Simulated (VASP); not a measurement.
Input of a VASP 6.6.1 run:

The input INCAR:

```
SYSTEM = V
PREC     = Accurate       ! precision mode
ENCUT    = 500            ! plane-wave cutoff, eV
EDIFF    = 1E-7           ! SCF threshold, eV
ISMEAR   = 0              ! smearing method
SIGMA    = 0.1            ! smearing width, eV
LREAL    = .False.        ! projectors in reciprocal space
LASPH    = .True.         ! aspherical terms in the spheres
NELM     = 120            ! most SCF steps
ALGO     = Normal         ! electronic algorithm
ISIF     = 3              ! what is computed and relaxed
LWAVE    = .False.        ! write WAVECAR
LCHARG   = .False.        ! write CHGCAR
GGA      = PE             ! functional
IBRION   = 2              ! ionic algorithm
NSW      = 100            ! ionic steps
EDIFFG   = -0.002         ! ionic threshold
GGA_COMPAT= .False.      
NELMIN   = 4
```

Contents of KPOINTS:

```
Automatic mesh
0
Gamma
  20 20 20
  0 0 0
```

File POSCAR:

```
V
1.0
   -1.5006654678      1.5006654678      1.5006654678
    1.5006654678     -1.5006654678      1.5006654678
    1.5006654678      1.5006654678     -1.5006654678
V
1
Direct
    0.0000000000      0.0000000000      0.0000000000
```

Potentials or basis: VASP PAW PBE potentials, release 64 (V_sv).

Launch:

```console
$ cat potpaw_PBE.64/V_sv/POTCAR > POTCAR
$ mpirun -np 1 vasp_std > vasp.out
```

(1) Predict the space group after relaxing (to 0.05 Å).

(2) Estimate the relaxed cell.

(3) Predict the relaxed volume.

## Answers

(1) Im-3m (No. 229).

(2) a = 2.596 Å, b = 2.596 Å, c = 2.596 Å, α = 109.47°, β = 109.47°, γ = 109.47°.

(3) 13.47 Å³/atom.
